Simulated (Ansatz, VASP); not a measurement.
# MnO2 in VASP and in Ansatz

Contents of INCAR:

```
  PREC = Accurate
  ENCUT = 600
  EDIFF = 1E-7
  ISMEAR = 0
  SIGMA = 0.1
  LREAL = False
  LASPH = True
  NELM = 150
  ALGO = Normal
  ISIF = 3
  LWAVE = False
  LCHARG = False
  ISPIN = 2
  MAGMOM = 3.03 0 0
  LORBIT = 11
  LMAXMIX = 4
  LDAU = True
  LDAUTYPE = 2
  LDAUL = 2 -1
  LDAUU = 3.9 0
  LDAUJ = 0 0
  LDAUPRINT = 1
  GGA = PE
  IVDW = 12
  IBRION = 2
  NSW = 100
  EDIFFG = -0.05
```

KPOINTS

```
regular mesh
0
Gamma
  12 12 12
```

The input POSCAR:

```
MnO2
1.0
    1.4284348394      0.8247072390      4.5839315268
   -1.4284348394      0.8247072390      4.5839315268
    0.0000000000     -1.6494144781      4.5839315268
Mn O
1 2
Direct
    0.0000000000      0.0000000000      0.0000000000
    0.2643644900      0.2643644900      0.2643644900
    0.7356355100      0.7356355100      0.7356355100
```

Input for Ansatz:

```yaml
crystal:
  lattice:
    - [1.4284348394, 0.824707239, 4.5839315268]
    - [-1.4284348394, 0.824707239, 4.5839315268]
    - [0.0, -1.6494144781, 4.5839315268]
  atoms:
    - { symbol: Mn, position: [0.0, 0.0, 0.0], spin: 3.03 }
    - { symbol: O, position: [0.26436449, 0.26436449, 0.26436449] }
    - { symbol: O, position: [0.73563551, 0.73563551, 0.73563551] }
basis:
  ecutwfc: 420
kpoints:
  mp_grid: { grid: [12, 12, 12] }
hamiltonian:
  xc: pbe
  dispersion: d3bj
  hubbard: { sites: [{ species: Mn, l: d, u_eff: 3.9 }] }
scf:
  occupations: { method: gaussian, width: 0.1 }
output:
  forces: true
  stress: true
  eigenvalues: true
  populations: true
magnetization:
  spin_polarized: true
relax:
  adjacent_minimum: "off"
  f_tol: 0.05
  max_steps: 80
  cell: { stress_tol: 0.5 }
```

Alike in both runs: task relaxation of cell and atoms; functional PBE; dispersion D3(BJ); k mesh 12 × 12 × 12; occupations gaussian, width 0.1 eV; collinear spin; Hubbard terms Mn d U = 3.9 eV.

|  | VASP | Ansatz |
| --- | --- | --- |
| version | VASP 6.6.1 | Ansatz 0.2.0 |
| potentials or method | VASP PAW PBE potentials, release 64 (Mn_pv, O), cutoff 600 eV | scalar-relativistic, plane waves, PAW |
| valence electrons in the cell | 25 | 27 |

|  | VASP | Ansatz | Ansatz less VASP |
| --- | --- | --- | --- |
| gap on the k mesh at the Fermi level, each at its own relaxed structure (eV) | 1.66 | 1.61 | -0.051 |
| net moment per atom (μB) | 1.00 | 1.00 | 0.000 |
| size of the moment on the site where the two differ most (μB) | 3.23 | 2.85 | -0.376 |
| relaxed volume (Å³/atom) | 11.21 | 11.16 | -0.059 |
| relaxed length of the cell vector where the two differ most in proportion (Å) | 4.896 | 4.858 | -0.0385 |

Site moments also hang on the region over which each program counts them. The programs project onto different local orbitals, so the same U acts differently, and such runs can settle in different states. VASP's potentials hold 25 valence electrons a cell and Ansatz's 27, so a difference there can come from the potentials and not from the codes.
